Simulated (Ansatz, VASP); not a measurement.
# Pt in VASP and in Ansatz

Contents of INCAR:

```
ALGO = Normal ; EDIFF = 1E-6
ENCUT = 520 ; ISIF = 2
ISMEAR = 0 ; LASPH = T
LCHARG = F ; LREAL = F
LWAVE = F ; NBANDS = 11
NELM = 80 ; PREC = Accurate
SIGMA = 0.15
```

File KPOINTS:

```
k-points
0
Gamma
  22 22 22
```

Contents of POSCAR:

```
Pt
1.0
   -1.5366934000      1.5366934000      1.5842200000
    1.5366934000     -1.5366934000      1.5842200000
    1.5366934000      1.5366934000     -1.5842200000
Pt
1
Direct
    0.0000000000      0.0000000000      0.0000000000
```

Input for Ansatz:

```yaml
crystal:
  lattice:
    - [-1.5366934, 1.5366934, 1.58422]
    - [1.5366934, -1.5366934, 1.58422]
    - [1.5366934, 1.5366934, -1.58422]
  atoms:
    - { symbol: Pt, position: [0.0, 0.0, 0.0] }
basis:
  ecutwfc: 520.0
kpoints:
  mp_grid: { grid: [22, 22, 22] }
hamiltonian:
  xc: lda
scf:
  occupations: { method: gaussian, width: 0.15 }
output:
  forces: true
  stress: true
  eigenvalues: true
```

Change from the starting cell: strain -0.030 along x and y, +0.000 along z, atoms carried along.

Alike in both runs: task single point; functional LDA; k mesh 22 × 22 × 22; occupations gaussian, width 0.15 eV; no spin polarisation.

|  | VASP | Ansatz |
| --- | --- | --- |
| version | VASP 6.6.1 | Ansatz 0.2.0 |
| potentials or method | VASP PAW LDA potentials, release 64 (Pt), cutoff 520 eV | scalar-relativistic, plane waves, PAW |
| valence electrons in the cell | 10 | 18 |

|  | VASP | Ansatz | Ansatz less VASP |
| --- | --- | --- | --- |
| gap on the k mesh at the Fermi level (eV) | none | none | - |
| pressure (GPa) | -0.2 | -0.9 | -0.73 |
| traceless stress, the component that is largest in VASP (GPa) | 2.23 | 2.24 | +0.006 |

LDA's correlation is that of Perdew and Zunger in VASP and of Perdew and Wang (1992) in Ansatz. A gap of «none» marks a metal or a gap that the smearing closes. VASP's potentials hold 10 valence electrons a cell and Ansatz's 18, so a difference there can come from the potentials and not from the codes.

Spin-orbit coupling is off throughout.
